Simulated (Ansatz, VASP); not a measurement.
## AlRu in VASP and in Ansatz

```
Al Ru
1.0
     2.84202    0.00000    0.00000
     0.00000    2.84202    0.00000
     0.00000    0.00000    3.14118
Al Ru
1 1
Direct
  0.00000 0.00000 0.00000
  0.50000 0.50000 0.50000
```

Change from the starting cell: strain -0.050 along x and y, +0.050 along z, atoms carried along.

Alike in both runs: task single point; functional PBEsol; k mesh 16 × 16 × 16; occupations gaussian, width 0.15 eV; no spin polarisation.

|  | VASP | Ansatz |
| --- | --- | --- |
| version | VASP 6.6.1 | Ansatz 0.2.0 |
| potentials or method | VASP PAW PBE potentials, release 64 (Al, Ru_pv), cutoff 520 eV | scalar-relativistic, plane waves, PAW |
| valence electrons in the cell | 17 | 19 |

```tsv
	VASP	Ansatz	Ansatz less VASP
gap on the k mesh at the Fermi level (eV)	none	none	-
pressure (GPa)	10.4	10.3	-0.12
traceless stress, the component that is largest in VASP (GPa)	-12.06	-12.04	+0.024
```

VASP's potentials were made for PBE, not for PBEsol. A gap of «none» marks a metal or a gap that the smearing closes. With one functional, cell and mesh, what is left measures potentials, basis and numerics. VASP's potentials hold 17 valence electrons a cell and Ansatz's 19, so a difference there can come from the potentials and not from the codes.
